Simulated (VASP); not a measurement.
Si2W, 3 atoms in the cell. The structure is tetragonal, space group I4/mmm (No. 139). Conventional cell: a = 3.190 Å, b = 3.190 Å, c = 7.827 Å, α = 90.00°, β = 90.00°, γ = 90.00°. Within 3.4 Å of Si (site symmetry 4mm) lie 9 Si at 2.60 to 3.19 Å and 5 W at 2.61 Å. Within 3.4 Å of W (site symmetry 4/mmm) lie 10 Si at 2.61 Å and 4 W at 3.19 Å.  This cell differs from its parent crystal: volume scaled by 0.98.

* Program: VASP 6.6.1
* Task: electric field gradients
* Functional: PBEsol
* Potentials or basis: VASP PAW PBE potentials, release 64 (Si, W_sv)
* Cutoff: 520 eV
* k mesh: 18 × 18 × 18
* Occupations: fermi-dirac, width 0.03 eV
* Spin: no spin polarisation
* Dipole correction: no
* Further INCAR settings: ALGO = Normal; EDIFF = 1e-08; NBANDS = 18

Potentials or basis: VASP PAW PBE potentials, release 64 (Si, W_sv).

Command:

```bash
$ cat potpaw_PBE.64/Si/POTCAR potpaw_PBE.64/W_sv/POTCAR > POTCAR
$ mpirun -np 1 vasp_std > vasp.out
```

Hardware: 1 thread of Intel(R) Xeon(R) Platinum 8375C CPU @ 2.90GHz (Ice Lake), on a shared host.

Task: How long does it take, and how much memory?

Result: It took 6.5 min on 1 thread of Intel(R) Xeon(R) Platinum 8375C CPU @ 2.90GHz (Ice Lake), with other jobs on the host, peak memory 0.46 GiB. Counts: scf iterations 15, k points 480.
